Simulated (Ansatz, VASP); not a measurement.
One calculation of Si3O8, two programs

```
Si O
1.0
     9.01140    0.00000    0.00000
     0.00000    9.01140    0.00000
     0.00000    0.00000    3.57148
Si O
6 16
Direct
  0.50000 0.50000 0.00000
  0.00000 0.00000 0.00000
  0.86318 0.63682 0.00000
  0.13682 0.36318 0.00000
  0.63682 0.13682 0.00000
  0.36318 0.86318 0.00000
  0.50000 0.50000 0.50000
  0.68159 0.56841 0.00000
  0.31841 0.43159 0.00000
  0.56841 0.31841 0.00000
  0.43159 0.68159 0.00000
  0.00000 0.00000 0.50000
  0.93159 0.81841 0.00000
  0.06841 0.18159 0.00000
  0.81841 0.06841 0.00000
  0.18159 0.93159 0.00000
  0.86318 0.63682 0.50000
  0.00000 0.50000 0.00000
  0.13682 0.36318 0.50000
  0.63682 0.13682 0.50000
  0.50000 0.00000 0.00000
  0.36318 0.86318 0.50000
```

Alike in both runs: task single point; functional PBE; k mesh 2 × 2 × 6; occupations gaussian, width 0.1 eV; no spin polarisation.

```csv
,VASP,Ansatz
version,VASP 6.6.1,Ansatz 0.2.0
potentials or method,"VASP PAW PBE potentials, release 64 (Si, O), cutoff 520 eV","scalar-relativistic, plane waves, PAW"
valence electrons in the cell,120,120
```

```csv
,VASP,Ansatz,Ansatz less VASP
gap on the k mesh at the Fermi level (eV),none,none,-
pressure (GPa),-14.3,-14.3,+0.06
"traceless stress, the component that is largest in VASP (GPa)",-1.43,-1.47,-0.032
rms of the force components (eV/Å),0.747,0.746,-0.0010
```

Atom by atom the forces differ by 0.002 eV/Å (rms over components). A gap of «none» marks a metal or a gap that the smearing closes. With one functional, cell and mesh, what is left measures potentials, basis and numerics.
